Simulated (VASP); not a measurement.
AlN: single point with PBEsol

AlN:

```xyz
4
Lattice="3.2922 0.0000 0.0000 -1.6461 2.8511 0.0000 0.0000 0.0000 4.2631" Properties=species:S:1:pos:R:3 pbc="T T T"
Al    0.0000    1.9008    3.1973
Al    1.6461    0.9504    1.0658
N     0.0000    1.9008    1.0658
N     1.6461    0.9504    3.1973
```

This cell differs from its parent crystal: volume 10.004 Å^3 an atom, c/a of the conventional cell 1.2949.

```yaml
Program: VASP 6.6.1
Task: single point
Functional: PBEsol
Potentials_or_basis: VASP PAW PBE potentials, release 64 (Al, N)
Cutoff: 520 eV
k_mesh: 9 × 9 × 6
Occupations: gaussian, width 0.05 eV
Spin: no spin polarisation
Dipole_correction: no
Further_INCAR_settings: ALGO = Normal; EDIFF = 1e-06; NBANDS = 16
```

| Item | Value |
| --- | --- |
| Pressure | -3.8 GPa |
| Band gap on the k mesh | 3.08 eV, direct |

Stress tensor (GPa, compression positive):
```
-2.25  0.00  0.00
 0.00 -2.25  0.00
 0.00  0.00 -6.97
```

Levels at points of the mesh, in eV from the valence-band top:
| k point | band 6 | band 7 | band 8 | band 9 | band 10 | band 11 |
| --- | --- | --- | --- | --- | --- | --- |
| (0.00, 0.00, 0.00) | -1.74 | -1.74 | 0.00 | 3.08 | 4.32 | 8.16 |
| (0.00, 0.00, 0.50) | -2.54 | -2.54 | -2.54 | 5.47 | 5.47 | 8.38 |

Run time: 48 s on 1 thread of AMD EPYC 7R13 (shared host), peak memory 0.13 GiB.

Caveat: the PAW data sets were made with another functional, which shifts forces and pressure a little.
